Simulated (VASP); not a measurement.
Here is a VASP 6.6.1 calculation.

Contents of POSCAR:

```
P
1.0
    5.7080377311      0.0000000000      0.0000000000
   -4.7567274802      3.1551922950      0.0000000000
    0.0000000000      0.0000000000      4.5436355900
P
4
Direct
    0.9041431300      0.0958568700      0.5888151700
    0.0958568700      0.9041431300      0.4111848300
    0.5958568700      0.4041431300      0.0888151700
    0.4041431300      0.5958568700      0.9111848300
```

INCAR.step1

```
SYSTEM = P
PREC = Accurate ; ENCUT = 520
EDIFF = 1E-7 ; ISMEAR = -1
SIGMA = 0.15 ; LREAL = .FALSE.
LASPH = .TRUE. ; NELM = 150
ALGO = Normal ; ISIF = 2
LWAVE = .FALSE. ; LCHARG = .TRUE.
ISPIN = 2 ; MAGMOM = 0.5 -0.5 0.5 -0.5
GGA = PE ; IVDW = 13
NBANDS = 22
```

Contents of KPOINTS.step1:

```
regular mesh
0
G
  8 8 6
  0 0 0
```

Contents of INCAR.step2:

```
SYSTEM = P
PREC = Accurate ; ENCUT = 520
EDIFF = 1E-7 ; ISMEAR = -5
SIGMA = 0.15 ; LREAL = .FALSE.
LASPH = .TRUE. ; NELM = 150
ALGO = Normal ; ISIF = 2
LWAVE = .FALSE. ; LCHARG = .FALSE.
ISPIN = 2 ; MAGMOM = 0.5 -0.5 0.5 -0.5
LORBIT = 11 ; GGA = PE
IVDW = 13 ; NBANDS = 22
NEDOS = 1001 ; ICHARG = 11
```

KPOINTS.step2

```
regular mesh
0
G
  12 12 9
  0 0 0
```

Potentials or basis: VASP PAW PBE potentials, release 64 (P).

Run with:

```bash
$ cat potpaw_PBE.64/P/POTCAR > POTCAR
$ cp INCAR.step1 INCAR
$ cp KPOINTS.step1 KPOINTS
$ mpirun -np 1 vasp_std > vasp.out
$ cp INCAR.step2 INCAR
$ cp KPOINTS.step2 KPOINTS
$ mpirun -np 1 vasp_std > vasp.out
```

(1) Estimate the dispersion energy per atom.

(2) Estimate the net moment.

Results:

(1) -0.361 eV.

(2) 0.00 μB per cell.
